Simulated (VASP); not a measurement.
Here is a VASP 6.6.1 calculation.

File INCAR:

```
SYSTEM = Fe
PREC = Accurate
ENCUT = 520
EDIFF = 1E-6
ISMEAR = -1
SIGMA = 0.1
LREAL = .FALSE.
LASPH = .TRUE.
NELM = 150
ALGO = Normal
ISIF = 2
LWAVE = .FALSE.
LCHARG = .FALSE.
ISPIN = 2
MAGMOM = 2.5
LORBIT = 11
LMAXMIX = 4
GGA = PS
NBANDS = 14
```

The input KPOINTS:

```
Automatic mesh
0
G
  19 19 19
  0 0 0
```

Contents of POSCAR:

```
Fe
1.0
   -1.3906980730      1.3906980730      1.3906980730
    1.3906980730     -1.3906980730      1.3906980730
    1.3906980730      1.3906980730     -1.3906980730
Fe
1
Direct
    0.0000000000      0.0000000000      0.0000000000
```

Potentials or basis: VASP PAW PBE potentials, release 64 (Fe).

The run is started by

```console
$ cat potpaw_PBE.64/Fe/POTCAR > POTCAR
$ mpirun -np 1 vasp_std > vasp.out
```

Problem. Predict the site moments.

Solution. Fe +2.08 μB.

Problem. Predict the net moment.

Solution. 2.09 μB per cell.

Problem. Estimate the pressure.

Solution. 1.4 GPa.

Caveat: the PAW data sets were made with another functional, which shifts forces and pressure a little.
